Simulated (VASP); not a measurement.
**Zn2InO: single point with PBE**

The system is Zn2InO.

```xyz
4
Lattice="3.1169 0.0000 0.0000 0.0000 3.1169 0.0000 0.0000 0.0000 6.8077" Properties=species:S:1:pos:R:3 pbc="T T T"
Zn    1.5585    0.0000    5.5854
Zn    0.0000    1.5585    1.2223
In    1.5585    1.5585    3.4039
O     0.0000    0.0000    0.0000
```

| Quantity | Value |
| --- | --- |
| Program | VASP 6.6.1 |
| Task | single point |
| Functional | PBE |
| Potentials or basis | VASP PAW PBE potentials, release 64 (Zn, In_d, O) |
| Cutoff | 520 eV |
| k mesh | 14 × 14 × 8 |
| Occupations | gaussian, width 0.1 eV |
| Spin | no spin polarisation |
| Dipole correction | no |
| Further INCAR settings | ALGO = Normal; EDIFF = 1e-06; NBANDS = 30 |

```
Pressure               : 4.8 GPa
Largest force          : 0.071 eV/Å
Band gap on the k mesh : zero (an odd number of electrons rules out a gap without spin polarisation)
```

Forces in eV/Å, atoms in the order of the input:
```
Zn   0.000  0.000 -0.071
Zn   0.000  0.000  0.071
In   0.000  0.000  0.000
O    0.000  0.000  0.000
```

Stress tensor (GPa, compression positive):
```
4.73 0.00 0.00
0.00 4.73 0.00
0.00 0.00 4.83
```

Levels at points of the mesh, in eV from the Fermi level:
```
           k point  band 18  band 19  band 20  band 21  band 22  band 23  band 24  band 25  band 26  band 27
(0.00, 0.00, 0.00)    -6.05    -2.80    -2.80    -1.72    -0.63     6.40     6.95     6.95     7.42     9.67
(0.50, 0.00, 0.00)    -4.47    -4.13    -3.32    -2.48    -1.71     2.64     3.79     4.07     8.01     9.28
(0.50, 0.50, 0.00)    -4.79    -4.27    -1.77    -0.75    -0.75     1.31     3.21     3.35     4.25     4.25
(0.00, 0.00, 0.50)    -4.74    -4.01    -2.78    -2.78     2.02     3.08     6.69     6.69     9.96    10.03
(0.50, 0.00, 0.50)    -4.98    -4.92    -2.48    -2.30    -0.52     0.87     3.33     6.27     6.76     7.62
(0.50, 0.50, 0.50)    -4.79    -4.28    -1.22    -0.84    -0.84    -0.22     4.05     4.79     4.79     4.85
```

Run time: 5.9 min on 1 thread of Intel Xeon 8259CL (shared host), peak memory 0.41 GiB.

Caveat: the cell stands under pressure; spin-orbit coupling is left out, which moves the levels of the heavy elements.
